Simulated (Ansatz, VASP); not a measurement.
This is a calculation of Pb for Ansatz 0.2.0.

File input.yaml:

```yaml
crystal:
  lattice:
    - [3.0785930676, -1.7733531272, 0.0]
    - [3.0785930676, 1.7733531272, 0.0]
    - [-2.1433008646, 0.0, 6.1754343928]
  atoms:
    - { symbol: Pb, position: [0.90850841, 0.90850841, 0.7262922] }
    - { symbol: Pb, position: [0.09149159, 0.09149159, 0.2737078] }
kpoints:
  mp_grid: { grid: [9, 9, 5] }
scf:
  occupations: { method: fermi_dirac, width: 0.05 }
hamiltonian:
  xc: lda
  pseudopotentials: { kind: all_electron, lapw: { basis_error: 0.001 } }
output:
  forces: true
  stress: true
  eigenvalues: true
```

Potentials or basis: all-electron LAPW, scalar-relativistic.

Launch:

```sh
$ ansatz run input.yaml --threads 1 --pin off --max-ram 3072MiB --backend cpu --events-out ev --progress --plain --runs-dir out
```

Task: Set up the same calculation for VASP 6.6.1. Potentials there: VASP PAW LDA potentials, release 64 (Pb_d).

Result: As run (the cutoff follows the program's own potentials):

The input INCAR:

```
SYSTEM = Pb
PREC = Accurate
ENCUT = 520
EDIFF = 1E-6
ISMEAR = -1
SIGMA = 0.05
LREAL = .FALSE.
LASPH = .TRUE.
NELM = 60
ALGO = Fast
ISIF = 2
LWAVE = .FALSE.
LCHARG = .TRUE.
LELF = .TRUE.
LVHAR = .TRUE.
NBANDS = 21
```

KPOINTS

```
regular mesh
0
G
  9 9 5
  0 0 0
```

POSCAR

```
Pb
1.0
    3.0785930676     -1.7733531272      0.0000000000
    3.0785930676      1.7733531272      0.0000000000
   -2.1433008646      0.0000000000      6.1754343928
Pb
2
Direct
    0.9085084100      0.9085084100      0.7262922000
    0.0914915900      0.0914915900      0.2737078000
```

Potentials or basis: VASP PAW LDA potentials, release 64 (Pb_d).

The run is started by

```bash
$ cat potpaw_LDA.64/Pb_d/POTCAR > POTCAR
$ mpirun -np 1 vasp_std > vasp.out
```

Both were run:

|  | VASP | Ansatz | Ansatz less VASP |
| --- | --- | --- | --- |
| gap on the k mesh at the Fermi level (eV) | none | none | - |
| pressure (GPa) | -4.4 | -4.4 | -0.02 |
| traceless stress, the component that is largest in VASP (GPa) | -0.13 | -0.13 | -0.003 |
| rms of the force components (eV/Å) | 0.134 | 0.137 | +0.0027 |

LDA's correlation is that of Perdew and Zunger in VASP and of Perdew and Wang (1992) in Ansatz. Atom by atom the forces differ by 0.003 eV/Å (rms over components). A gap of «none» marks a metal or a gap that the smearing closes. Ansatz ran all-electron here, and VASP with PAW potentials.

Neither program's run includes spin-orbit coupling.
